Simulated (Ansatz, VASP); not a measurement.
## One calculation of P, two programs

```
P
1.0
     4.40359   -3.88626   -0.01014
     4.40359    3.88626   -0.01014
    -0.03259    0.00000    5.55898
P
8
Cartesian
  7.4896 0.0000 1.3033
  1.2850 0.0000 4.2353
  6.3148 0.0000 3.2404
  2.4597 0.0000 2.2983
  5.6284 1.0757 1.3733
  3.1462 1.0757 4.1654
  3.1462 -1.0757 4.1654
  5.6284 -1.0757 1.3733
```

Change from the starting cell: strain -0.025 along x and y, +0.050 along z, atoms carried along.

Alike in both runs: task single point; functional PBEsol; k mesh 6 × 6 × 6; occupations gaussian, width 0.05 eV; no spin polarisation.

|  | VASP | Ansatz |
| --- | --- | --- |
| version | VASP 6.6.1 | Ansatz 0.2.0 |
| potentials or method | VASP PAW PBE potentials, release 64 (P), cutoff 520 eV | scalar-relativistic, plane waves, PAW |
| valence electrons in the cell | 40 | 40 |

Ansatz gave:

```
gap on the k mesh at the Fermi level (eV)                     : 1.98
least direct gap on the mesh (eV)                             : 2.41
pressure (GPa)                                                : 0.5
traceless stress, the component that is largest in VASP (GPa) : -5.81
rms of the force components (eV/Å)                            : 0.708
```

Task: What did VASP give for the same quantities?

Result: gap on the k mesh at the Fermi level (eV): 1.97; least direct gap on the mesh (eV): 2.42; pressure (GPa): 0.3; traceless stress, the component that is largest in VASP (GPa): -5.79; rms of the force components (eV/Å): 0.697.

VASP's potentials were made for PBE, not for PBEsol. Atom by atom the forces differ by 0.049 eV/Å (rms over components). The functional is the same, so the differences come from potentials, cutoffs and numerics.
